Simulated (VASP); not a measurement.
A run of VASP 6.6.1:

INCAR

```
PREC = Accurate
ENCUT = 520
EDIFF = 1E-6
ISMEAR = 0
SIGMA = 0.05
LREAL = F
LASPH = T
NELM = 80
ALGO = Normal
ISIF = 2
LWAVE = F
LCHARG = F
GGA = CA
NBANDS = 15
```

File KPOINTS:

```
Automatic mesh
0
Gamma
  6 6 6
```

Contents of POSCAR:

```
KCl
1.0
    0.0000000000      3.1561000000      3.1561000000
    3.1561000000      0.0000000000      3.1561000000
    3.1561000000      3.1561000000      0.0000000000
K Cl
1 1
Direct
    0.0000000000      0.0000000000      0.0000000000
    0.5356452584      0.4643547416      0.4643547416
```

Potentials or basis: VASP PAW LDA potentials, release 64 (K_sv, Cl).

Run with:

```console
$ cat potpaw_LDA.64/K_sv/POTCAR potpaw_LDA.64/Cl/POTCAR > POTCAR
$ mpirun -np 1 vasp_std > vasp.out
```

Hardware: 1 thread of AMD EPYC 9R14 (Zen 4), on a shared host.

**Question.** Estimate the wall time of this run.

**Answer.** Run time: 20 s on 1 thread of AMD EPYC 9R14 (Zen 4) (shared host), peak memory 0.15 GiB. Counts: scf iterations 12, k points 30.
